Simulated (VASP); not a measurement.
# SiC (F-43m) in VASP: notebook

Runs on SiC. Level: LDA. Tasks: single point, relaxation of cell and atoms.

All numbers are computed with VASP 6.6.1; they aren't measurements. Logs are shortened: lines on timing, memory, paths and dates and some standing lists are left out, and cuts for length are marked.

### Step 1. The cell of the first run

Symmetry: F-43m, No. 216, cubic system. The conventional cell has a = 4.329 Å, b = 4.329 Å, c = 4.329 Å, α = 90.00°, β = 90.00°, γ = 90.00°. Si (site symmetry -43m) has 4 C at 1.87 Å within 2.5 Å. C (site symmetry -43m) has 4 Si at 1.87 Å within 2.5 Å.

### Step 2. Single point, LDA

Input file INCAR:

```
SYSTEM = SiC
PREC     = Accurate       ! precision mode
ENCUT    = 600            ! plane-wave cutoff, eV
EDIFF    = 1E-6           ! SCF threshold, eV
ISMEAR   = 0              ! smearing method
SIGMA    = 0.01           ! smearing width, eV
LREAL    = .FALSE.        ! projectors in reciprocal space
LASPH    = .TRUE.         ! aspherical terms in the spheres
NELM     = 120            ! most SCF steps
ALGO     = Normal         ! electronic algorithm
ISIF     = 2              ! what is computed and relaxed
LWAVE    = .FALSE.        ! write WAVECAR
LCHARG   = .FALSE.        ! write CHGCAR
GGA      = CA             ! functional
NBANDS   = 11             ! bands
GGA_COMPAT= .FALSE.
```

Input file KPOINTS:

```
Automatic mesh
0
G
  12 12 12
  0 0 0
```

Input file POSCAR:

```
SiC
1.0
    0.0000000000      2.1644841279      2.1644841279
    2.1644841279      0.0000000000      2.1644841279
    2.1644841279      2.1644841279      0.0000000000
Si C
1 1
Direct
    0.0000000000      0.0000000000      0.0000000000
    0.2500000000      0.2500000000      0.2500000000
```

Potentials or basis: VASP PAW LDA potentials, release 64 (Si, C).

Started as:

```bash
$ cat potpaw_LDA.64/Si/POTCAR potpaw_LDA.64/C/POTCAR > POTCAR
$ mpirun -np 1 vasp_std > vasp.out
```

OUTCAR:

```text
SYSTEM = SiC
   PREC = Accurate
   ENCUT = 600
   EDIFF = 1E-6
   ISMEAR = 0
   LREAL = .FALSE.
   LASPH = .TRUE.
   NELM = 120
   ISIF = 2
   GGA = CA

 ion  position               nearest neighbor table
   1  0.000  0.000  0.000-   2 1.87   2 1.87   2 1.87   2 1.87
   2  0.250  0.250  0.250-   1 1.87   1 1.87   1 1.87   1 1.87

  LATTYP: Found a face centered cubic cell.
 ALAT       =     4.3289682558

  Lattice vectors:

 A1 = (   0.0000000000,   2.1644841279,   2.1644841279)
 A2 = (   2.1644841279,   0.0000000000,   2.1644841279)
 A3 = (   2.1644841279,   2.1644841279,   0.0000000000)

Analysis of symmetry for initial positions (statically):
=====================================================================
 Subroutine PRICEL returns:
 Original cell was already a primitive cell.

 Routine SETGRP: Setting up the symmetry group for a
 face centered cubic supercell.

 Subroutine GETGRP returns: Found 24 space group operations
 (whereof 24 operations were pure point group operations)
 out of a pool of 48 trial point group operations.

The static configuration has the point symmetry T_d .

Analysis of symmetry for dynamics (positions and initial velocities):
=====================================================================
 Subroutine PRICEL returns:
 Original cell was already a primitive cell.

 Routine SETGRP: Setting up the symmetry group for a
 face centered cubic supercell.

 Subroutine GETGRP returns: Found 24 space group operations
 (whereof 24 operations were pure point group operations)
 out of a pool of 48 trial point group operations.

The dynamic configuration has the point symmetry T_d .

 Subroutine INISYM returns: Found 24 space group operations
 (whereof 24 operations are pure point group operations),
 and found     1 'primitive' translations

----------------------------------------------------------------------------------------

                                     Primitive cell

  volume of cell :      20.2812

  direct lattice vectors                    reciprocal lattice vectors
     0.000000000  2.164484128  2.164484128    -0.231001925  0.231001925  0.231001925
     2.164484128  0.000000000  2.164484128     0.231001925 -0.231001925  0.231001925
     2.164484128  2.164484128  0.000000000     0.231001925  0.231001925 -0.231001925

  length of vectors
     3.061042809  3.061042809  3.061042809     0.400107071  0.400107071  0.400107071

  position of ions in fractional coordinates (direct lattice)
     0.000000000  0.000000000  0.000000000
     0.250000000  0.250000000  0.250000000

  ion indices of the primitive-cell ions
   primitive index   ion index
                 1           1
                 2           2

----------------------------------------------------------------------------------------

 KPOINTS: Automatic mesh

Automatic generation of k-mesh.
 Grid dimensions read from file:
 generate k-points for:   12   12   12

 Generating k-lattice:

  Cartesian coordinates                     Fractional coordinates (reciprocal lattice)
    -0.019250160  0.019250160  0.019250160     0.083333333  0.000000000  0.000000000
     0.019250160 -0.019250160  0.019250160     0.000000000  0.083333333  0.000000000
     0.019250160  0.019250160 -0.019250160     0.000000000  0.000000000  0.083333333

  Length of vectors
     0.033342256  0.033342256  0.033342256

  Shift w.r.t. Gamma in fractional coordinates (k-lattice)
     0.000000000  0.000000000  0.000000000

 Subroutine IBZKPT returns following result:
 ===========================================

 Found     72 irreducible k-points:

 Following reciprocal coordinates:
            Coordinates               Weight
  0.000000  0.000000  0.000000      1.000000
  0.083333  0.000000  0.000000      8.000000
  0.166667  0.000000  0.000000      8.000000
  0.250000  0.000000  0.000000      8.000000
  0.333333  0.000000  0.000000      8.000000
  0.416667  0.000000  0.000000      8.000000
[... 16 lines left out ...]
  0.500000  0.166667  0.000000     24.000000
 -0.416667  0.166667  0.000000     24.000000
 [... further k-points ...]
   k-points           NKPTS =     72   k-points in BZ     NKDIM =     72   number of bands    NBANDS=     11
   number of dos      NEDOS =    301   number of ions     NIONS =      2
   total plane-waves  NPLWV =  13824
   dimension x,y,z NGX =    24 NGY =   24 NGZ =   24
   dimension x,y,z NGXF=    48 NGYF=   48 NGZF=   48
   ions per type =               1   1
   NGX,Y,Z   is equivalent  to a cutoff of  13.03, 13.03, 13.03 a.u.
   NGXF,Y,Z  is equivalent  to a cutoff of  26.07, 26.07, 26.07 a.u.
 SYSTEM =  SiC
   PREC   = accura    normal or accurate (medium, high low for compatibility)
   ISTART =      0    job   : 0-new  1-cont  2-samecut
   ICHARG =      2    charge: 1-file 2-atom 10-const
   ISPIN  =      1    spin polarized calculation?
   LNONCOLLINEAR =      F non collinear calculations
   LSORBIT =      F    spin-orbit coupling
   LASPH  =      T    aspherical Exc in radial PAW
   ENCUT  =  600.0 eV  44.10 Ry    6.64 a.u.   6.11  6.11  6.11*2*pi/ulx,y,z
   NELM   =    120;   NELMIN=  2; NELMDL= -5     # of ELM steps
   EDIFF  = 0.1E-05   stopping-criterion for ELM
   LREAL  =      F    real-space projection
   EDIFFG = 0.1E-04   stopping-criterion for IOM
   NSW    =      0    number of steps for IOM
   IBRION =     -1    ionic relax: 0-MD 1-quasi-New 2-CG
   NFREE  =      0    steps in history (QN), initial steepest desc. (CG)
   ISIF   =      2    stress and relaxation
   ISYM   =      2    0-nonsym 1-usesym 2-fastsym
   POTIM  = 0.5000    time-step for ionic-motion
   TEBEG  =    0.0;   TEEND  =   0.0 temperature during run
   PSTRESS=    0.0 pullay stress
   NELECT =       8.0000    total number of electrons
   NUPDOWN=      -1.0000    fix difference up-down
   EMIN   =  10.00;   EMAX   =-10.00  energy-range for DOS
   EFERMI =   0.00;   METHOD = LEGACY
   ISMEAR =     0;   SIGMA  =   0.01  broadening in eV -4-tet -1-fermi 0-gaus
   EFERMI_NEDOS =   21; number of points for ismear=-14 and -15
   IALGO  =     38    algorithm
   IMIX   =      4    mixing-type and parameters
     AMIX     =   0.40;   BMIX     =  1.00
     AMIX_MAG =   1.60;   BMIX_MAG =  1.00
  volume/ion in A,a.u.               =      10.14        68.43
  Fermi-wavevector in a.u.,A,eV,Ry     =   1.200624  2.268851 19.612777  1.441498
  Thomas-Fermi vector in A             =   2.336455
   LORBIT       =      0    0 simple, 1 ext, 2 COOP (PROOUT), +10 PAW based schemes
   GGA     = CA    functional components
   LHFCALC =     F    Hartree Fock is set to
   AEXX    =    0.0000 exact exchange contribution
   IVDW    =     0    specifies the selected vdW correction
   LEPSILON=     F    determine dielectric tensor
   LRPA    =     F    only Hartree local field effects (RPA)
 non-spin polarized calculation
 Gauss-broadening in eV      SIGMA  =   0.01
  energy-cutoff  :      600.00
  volume of cell :       20.28
 maximum number of plane-waves:       700
   NGX = 13   NGY = 13   NGZ = 13

 number of electron       8.0000000 magnetization

 Free energy of the ion-electron system (eV)
  ---------------------------------------------------
  ext. energy  EPLUGINS =         0.00000000
  ---------------------------------------------------
  free energy    TOTEN  =       -16.64476070 eV

  energy without entropy =      -16.64476070  energy(sigma->0) =      -16.64476070

 E-fermi :   8.3614     XC(G=0): -11.6422

 val. band max:        8.2903904761   @ k =   0.0000   0.0000   0.0000
 cond. band min:       9.5783036765   @ k =   0.5000   0.5000   0.0000
 fundamental gap:      1.2879132004
 Fermi energy:         8.3613853973

 k-point     1 :       0.0000    0.0000    0.0000
  band No.  band energies     occupation
      1      -7.1826      2.00000
      2       8.2904      2.00000
      3       8.2904      2.00000
      4       8.2904      2.00000
      5      14.8187      0.00000
      6      15.6216      0.00000
      7      15.6216      0.00000
      8      15.6216      0.00000
      9      22.8675      0.00000
     10      22.8675      0.00000
     11      24.7746      0.00000

 k-point     2 :       0.0833    0.0000    0.0000
  band No.  band energies     occupation
      1      -7.0443      2.00000
      2       7.5702      2.00000
      3       8.1945      2.00000
      4       8.1945      2.00000
      5      14.9953      0.00000
      6      15.7989      0.00000
      7      15.7989      0.00000
      8      15.8171      0.00000
      9      22.0967      0.00000
     10      22.0967      0.00000
     11      24.6517      0.00000

 k-point     3 :       0.1667    0.0000    0.0000
  band No.  band energies     occupation
      1      -6.6328      2.00000
      2       5.9244      2.00000
      3       7.9576      2.00000
      4       7.9576      2.00000
      5      14.7766      0.00000
      6      16.1408      0.00000
      7      16.1408      0.00000
      8      16.7594      0.00000
      9      21.2899      0.00000
     10      21.2899      0.00000
     11      23.9269      0.00000

 k-point     4 :       0.2500    0.0000    0.0000
  band No.  band energies     occupation
      1      -5.9620      2.00000
      2       3.9847      2.00000
      3       7.6796      2.00000
      4       7.6796      2.00000
      5      14.4103      0.00000
      6      16.2128      0.00000
      7      16.2128      0.00000
      8      17.7225      0.00000
      9      21.4368      0.00000
     10      21.4368      0.00000
     11      23.4234      0.00000
[... 239 lines left out ...]
 k-point    22 :       0.4167    0.1667    0.0000
  band No.  band energies     occupation
      1      -4.2817      2.00000
      2       1.8004      2.00000
      3       5.9635      2.00000
      4       6.4334      2.00000
      5      13.0501      0.00000
      6      16.2483      0.00000
      7      17.6004      0.00000
      8      17.8537      0.00000
      9      21.7808      0.00000
     10      25.6412      0.00000
     11      26.2406      0.00000

 k-point    23 :       0.5000    0.1667    0.0000
  band No.  band energies     occupation
      1      -3.3566      2.00000
      2       0.4259      2.00000
      3       5.4986      2.00000
      4       6.5176      2.00000
      5      13.1031      0.00000
      6      16.1852      0.00000
      7      17.1564      0.00000
      8      18.9869      0.00000
      9      22.2531      0.00000
     10      25.6335      0.00000
     11      26.5322      0.00000

 k-point    24 :      -0.4167    0.1667    0.0000
  band No.  band energies     occupation
      1      -3.1611      2.00000
      2       0.1703      2.00000
      3       5.1777      2.00000
      4       6.7621      2.00000
      5      13.4154      0.00000
      6      16.0999      0.00000
      7      16.8336      0.00000
      8      19.5132      0.00000
      9      22.9816      0.00000
     10      23.7358      0.00000
     11      26.5214      0.00000

 [... further k-points ...]

------------------------ aborting loop because EDIFF is reached ----------------------------------------

  FORCE on cell =-STRESS in cart. coord.  units (eV):
  Direction    XX          YY          ZZ          XY          YZ          ZX
  --------------------------------------------------------------------------------------
  -------------------------------------------------------------------------------------
  Total        0.0328274      0.0328274      0.0328274      0.0000000     -0.0000000      0.0000000
  in kB        2.5933041      2.5933041      2.5933041      0.0000000     -0.0000000      0.0000000
  external PRESSURE =       2.5933041 kB  Pullay stress =       0.0000000 kB

 VOLUME and BASIS-vectors are now :
 -----------------------------------------------------------------------------
  energy-cutoff  :      600.00
  volume of cell :       20.28
      direct lattice vectors                 reciprocal lattice vectors
     0.000000000  2.164484128  2.164484128    -0.231001925  0.231001925  0.231001925
     2.164484128  0.000000000  2.164484128     0.231001925 -0.231001925  0.231001925
     2.164484128  2.164484128  0.000000000     0.231001925  0.231001925 -0.231001925

 POSITION                                       TOTAL-FORCE (eV/Angst)
 -----------------------------------------------------------------------------------
      0.00000      0.00000      0.00000        -0.000000     -0.000000     -0.000000
      1.08224      1.08224      1.08224         0.000000      0.000000      0.000000
 -----------------------------------------------------------------------------------
    total drift:                                0.000000      0.000000      0.000000

  FREE ENERGIE OF THE ION-ELECTRON SYSTEM (eV)
  ---------------------------------------------------
  free  energy   TOTEN  =       -16.6447607000 eV

  energy  without entropy=      -16.6447607000  energy(sigma->0) =      -16.64476070
```

It took 8.9 s on 1 thread of Intel Xeon Platinum 8488C (Sapphire Rapids), shared host; peak memory 0.13 GiB.

Results:

```
Free energy            : -16.6448 eV
Pressure               : 0.3 GPa
Band gap on the k mesh : 1.29 eV (least direct gap 4.52 eV)
```

Levels at points of the mesh, in eV from the valence-band top:
```csv
k point,band 1,band 2,band 3,band 4,band 5,band 6,band 7,band 8,band 9
"(0.00, 0.00, 0.00)",-15.47,0.00,0.00,0.00,6.53,7.33,7.33,7.33,14.58
"(0.50, 0.00, 0.00)",-11.78,-8.67,-1.06,-1.06,5.57,7.21,7.21,10.03,16.18
"(0.50, 0.50, 0.00)",-10.28,-7.88,-3.23,-3.23,1.29,4.26,14.06,14.06,14.82
```

### Step 3. Relaxation of cell and atoms, LDA

Input file INCAR:

```
SYSTEM = SiC
PREC = Accurate ; ENCUT = 600
EDIFF = 1E-7 ; ISMEAR = 0
SIGMA = 0.01 ; LREAL = .False.
LASPH = .True. ; NELM = 120
ALGO = Normal ; ISIF = 3
LWAVE = .False. ; LCHARG = .False.
IBRION = 2 ; NSW = 80
EDIFFG = -0.001 ; GGA_COMPAT = .False.
NELMIN = 4
```

Input file KPOINTS:

```
regular mesh
0
Gamma
  12 12 12
  0 0 0
```

POSCAR is that of step 2.

Potentials or basis: VASP PAW LDA potentials, release 64 (Si, C).

Started as:

```bash
$ cat potpaw_LDA.64/Si/POTCAR potpaw_LDA.64/C/POTCAR > POTCAR
$ mpirun -np 1 vasp_std > vasp.out
```

Run time: 9.5 s. Hardware: 1 thread of Intel Xeon Platinum 8488C (Sapphire Rapids), shared host; peak memory 0.13 GiB.

It converged, with:

```yaml
Free_energy: -16.6448 eV
Relaxed_volume: 10.15 Å³/atom
Relaxed_cell: a = 3.062 Å, b = 3.062 Å, c = 3.062 Å, α = 60.00°, β = 60.00°, γ = 60.00°
Space_group_after_relaxing_to_0.1_Å: F-43m (No. 216)
Energy_gained_by_relaxing: 0.0 meV/atom
Ionic_steps: 3
Pressure_after_relaxing: 0.0 GPa
Band_gap_on_the_k_mesh: 1.29 eV (least direct gap 4.52 eV)
```

Final structure:
```xyz
2
Lattice="0.0000 2.1653 2.1653 2.1653 0.0000 2.1653 2.1653 2.1653 0.0000" Properties=species:S:1:pos:R:3 pbc="T T T"
Si    0.0000    0.0000    0.0000
C     1.0826    1.0826    1.0826
```

Levels at points of the mesh, in eV from the valence-band top:
```csv
k point,band 2,band 3,band 4,band 5,band 6,band 7
"(0.00, 0.00, 0.00)",0.00,0.00,0.00,6.52,7.32,7.32
"(0.50, 0.00, 0.00)",-8.66,-1.06,-1.06,5.56,7.21,7.21
"(0.50, 0.50, 0.00)",-7.87,-3.23,-3.23,1.29,4.26,14.05
```

A k mesh can miss the band edges.
